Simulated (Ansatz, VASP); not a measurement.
# One calculation of Ni, two programs

```
Ni
1.0
     2.43159    0.00000    0.00000
    -1.21579    2.10582    0.00000
     0.00000    0.00000    4.04547
Ni
2
Direct
  0.33333 0.66667 0.25000
  0.66667 0.33333 0.75000
```

Alike in both runs: task single point; functional LDA; k mesh 13 × 13 × 7; occupations methfessel-paxton of order 1, width 0.01 eV; collinear spin.

|  | VASP | Ansatz |
| --- | --- | --- |
| version | VASP 6.6.1 | Ansatz 0.2.0 |
| potentials or method | VASP PAW LDA potentials, release 64 (Ni), cutoff 520 eV | plane waves, PAW |
| valence electrons in the cell | 20 | 36 |

Ansatz gave:

* net moment per atom (μB): 0.63
* size of the moment on the site where the two differ most (μB): 0.65

**Question.** Which values does VASP return?

**Answer.** net moment per atom (μB): 0.60; size of the moment on the site where the two differ most (μB): 0.60.

LDA's correlation is that of Perdew and Zunger in VASP and of Perdew and Wang (1992) in Ansatz. Site moments also hang on the region over which each program counts them. VASP's potentials hold 20 valence electrons a cell and Ansatz's 36, so a difference there can come from the potentials and not from the codes. Ansatz's warnings: stability check not made, structure snapped to symmetry.
